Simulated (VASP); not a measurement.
Wanted: the native input for a VASP 6.6.1 run.

* Task: single point
* Functional: PBE
* Potentials or basis: VASP PAW PBE potentials, release 64 (Ta_pv, C)
* Cutoff: 520 eV
* k mesh: 3 × 3 × 3
* Occupations: fermi-dirac, width 0.15 eV
* Spin: no spin polarisation
* Dipole correction: no
* Further INCAR settings: LREAL = Auto; ALGO = Normal; EDIFF = 1e-06; NBANDS = 104

The structure of Ta16C (a cell with a defect) lies in POSCAR:

```
Ta16C
1.0
    6.6200000000      0.0000000000      0.0000000000
    0.0000000000      6.6200000000      0.0000000000
    0.0000000000      0.0000000000      6.6200000000
Ta C
16 1
Direct
    0.0092384645     -0.0017770796      0.0002104655
    0.4917219006     -0.0017523122      0.0002184469
    0.0092599495      0.5157633749      0.0002112672
   -0.0117647946      0.0192175310      0.5002290645
    0.2504867874      0.2569592635      0.2511823173
    0.4917214934      0.5157640948      0.0002104434
    0.5127492588      0.0192167848      0.5002418501
    0.7504667742      0.2569521147      0.2421090924
   -0.0118490872      0.4946141209      0.5002311453
    0.2504989076      0.7568950853      0.2983896460
    0.2504996560      0.2569644593      0.7493155017
    0.5127906934      0.4946206591      0.5002337356
    0.7504863733      0.7569438085      0.2511777990
    0.7504860549      0.2569534770      0.7583288680
    0.2504628911      0.7568990747      0.7019247189
    0.7504689275      0.7569437139      0.7493233301
    0.2504649497      0.7570662294      0.0001650080
```

These files were run (other wordings do the same):

INCAR

```
ALGO = Normal
EDIFF = 1E-6
ENCUT = 520
GGA = PE
ISIF = 2
ISMEAR = -1
LASPH = T
LCHARG = F
LREAL = Auto
LWAVE = F
NBANDS = 104
NELM = 100
PREC = Accurate
SIGMA = 0.15
```

KPOINTS

```
k-points
0
Gamma
  3 3 3
```

Potentials or basis: VASP PAW PBE potentials, release 64 (Ta_pv, C).

Run with:

```bash
$ cat potpaw_PBE.64/Ta_pv/POTCAR potpaw_PBE.64/C/POTCAR > POTCAR
$ mpirun -np 1 vasp_std > vasp.out
```

It gave:

- Pressure: 9.0 GPa
- Largest force: 0.042 eV/Å
- Band gap on the k mesh: zero (bands 90 and 91 overlap by 1.41 eV)

Caveat: spin-orbit coupling is left out, which moves the levels of the heavy elements.

Run time: 11 min on 1 thread of AMD EPYC 9R45 96-Core Processor (Zen 5) (shared host), peak memory 0.48 GiB.
